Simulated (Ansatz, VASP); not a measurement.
## One calculation of BN, two programs

Contents of INCAR:

```
SYSTEM = BN
PREC     = Accurate       ! precision mode
ENCUT    = 520            ! plane-wave cutoff, eV
EDIFF    = 1E-8           ! SCF threshold, eV
ISMEAR   = -1             ! smearing method
SIGMA    = 0.03           ! smearing width, eV
LREAL    = .FALSE.        ! projectors in reciprocal space
LASPH    = .TRUE.         ! aspherical terms in the spheres
NELM     = 80             ! most SCF steps
ALGO     = Normal         ! electronic algorithm
ISIF     = 2              ! what is computed and relaxed
LWAVE    = .FALSE.        ! write WAVECAR
LCHARG   = .FALSE.        ! write CHGCAR
GGA      = PS             ! functional
LEFG     = .TRUE.       
NBANDS   = 16             ! bands
```

KPOINTS

```
Automatic mesh
0
G
  11 11 4
  0 0 0
```

File POSCAR:

```
BN
1.0
    2.5039917043      0.0000000000      0.0000000000
   -1.2519958522      2.1685204268      0.0000000000
    0.0000000000      0.0000000000      6.7944240000
B N
2 2
Direct
    0.3333333333      0.6666666667      0.2500000000
    0.6666666667      0.3333333333      0.7500000000
    0.3333333333      0.6666666667      0.7500000000
    0.6666666667      0.3333333333      0.2500000000
```

Input for Ansatz:

```yaml
crystal:
  lattice:
    - [2.5039917043, 0.0, 0.0]
    - [-1.2519958522, 2.1685204268, 0.0]
    - [0.0, 0.0, 6.794424]
  atoms:
    - { symbol: B, position: [0.3333333333, 0.6666666667, 0.25] }
    - { symbol: B, position: [0.6666666667, 0.3333333333, 0.75] }
    - { symbol: "N", position: [0.3333333333, 0.6666666667, 0.75] }
    - { symbol: "N", position: [0.6666666667, 0.3333333333, 0.25] }
kpoints:
  mp_grid: { grid: [11, 11, 4] }
scf:
  occupations: { method: fermi_dirac, width: 0.03 }
hamiltonian:
  xc: pbesol
  pseudopotentials: { kind: paw }
output:
  forces: true
  stress: true
  eigenvalues: true
  efg: { contact_densities: true }
  write_density: true
  write_potential: true
  elf: true
  volumetric_format: npy
```

Change from the starting cell: zz strain of +2 %, PAW files.

Alike in both runs: task electric field gradients; functional PBEsol; k mesh 11 × 11 × 4; occupations fermi-dirac, width 0.03 eV; no spin polarisation.

|  | VASP | Ansatz |
| --- | --- | --- |
| version | VASP 6.6.1 | Ansatz 0.2.0 |
| potentials or method | VASP PAW PBE potentials, release 64 (B, N) | PAW with Ansatz's default frozen-core files, scalar-relativistic |
| plane-wave cutoff (eV) | 520 | 420 |
| valence electrons in the cell | 16 | 16 |

VASP gave:

- gap on the k mesh at the Fermi level (eV): 4.26
- pressure (GPa): 0.6
- traceless stress, the component that is largest in VASP (GPa): -0.26
- size of Vzz on the site where it differs most (V/Å²): 34.6

Problem. Which values does Ansatz return?

Solution. gap on the k mesh at the Fermi level (eV): 4.27; pressure (GPa): 0.3; traceless stress, the component that is largest in VASP (GPa): 0.18; size of Vzz on the site where it differs most (V/Å²): 27.9.

VASP's potentials were made for PBE, not for PBEsol.
